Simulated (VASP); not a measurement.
Write the native input for VASP 6.6.1 that does the following.

```yaml
Task: single point
Functional: PBE
Potentials_or_basis: VASP PAW PBE potentials, release 64 (P)
Cutoff: 520 eV
k_mesh: 18 × 14 × 8
Occupations: gaussian, width 0.1 eV
Spin: no spin polarisation
Dipole_correction: no
Further_INCAR_settings: ALGO = Normal; EDIFF = 1e-06; NBANDS = 14
```

The structure of P lies in POSCAR:

```
P
1.0
    2.4008204278      0.0000000000      0.0000000000
    0.0000000000      3.5911558790      0.0000000000
    0.0000000000      0.0000000000      5.6010714658
P
3
Direct
    0.5000000000      0.5000000000      0.7918133422
    0.5000000000      0.5000000000      0.2081866578
    0.5000000000      0.0000000000      0.5000000000
```

One way to write it, as run:

INCAR

```
PREC = Accurate
ENCUT = 520
EDIFF = 1E-6
ISMEAR = 0
SIGMA = 0.1
LREAL = False
LASPH = True
NELM = 100
ALGO = Normal
ISIF = 2
LWAVE = False
LCHARG = False
GGA = PE
NBANDS = 14
```

KPOINTS

```
Automatic mesh
0
Gamma
  18 14 8
```

Potentials or basis: VASP PAW PBE potentials, release 64 (P).

The run is started by

```bash
$ cat potpaw_PBE.64/P/POTCAR > POTCAR
$ mpirun -np 1 vasp_std > vasp.out
```

Results of the run:

The pressure is -0.2 GPa.

Wall time 2.1 min on 1 thread of Oxide Virtual Turin-like Processor, with other jobs on the host, peak memory 0.27 GiB.
